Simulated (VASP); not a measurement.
Na: single point with PBE

Na:

```xyz
1
Lattice="0.0000 2.2904 2.2904 2.2904 0.0000 2.2904 2.2904 2.2904 0.0000" Properties=species:S:1:pos:R:3 pbc="T T T"
Na    0.0000    0.0000    0.0000
```

This isn't the form of Na at room conditions, which is bcc.

- Program: VASP 6.6.1
- Task: single point
- Functional: PBE
- Potentials or basis: VASP PAW PBE potentials, release 64 (Na_pv)
- Cutoff: 520 eV
- k mesh: 14 × 14 × 14
- Occupations: fermi-dirac, width 0.1 eV
- Spin: no spin polarisation
- Dipole correction: no
- Further INCAR settings: ALGO = Normal; EDIFF = 1e-06; NBANDS = 10

The pressure is 7.4 GPa and the band gap on the k mesh is zero (an odd number of electrons rules out a gap without spin polarisation).

Levels at points of the mesh, in eV from the Fermi level:
```csv
k point,band 1,band 2,band 3,band 4,band 5,band 6,band 7,band 8
"(0.00, 0.00, 0.00)",-24.74,-24.74,-24.74,-4.34,13.96,13.96,13.96,15.47
"(0.50, 0.00, 0.00)",-24.89,-24.76,-24.76,0.61,1.43,12.66,12.66,14.18
"(0.50, 0.50, 0.00)",-24.88,-24.79,-24.79,2.35,2.83,7.54,9.64,9.64
```

Run time: 4.3 s on 1 thread of Intel(R) Xeon(R) 6975P-C (Granite Rapids), on a shared host, peak memory 0.14 GiB.

Caveat: the cell stands under pressure.
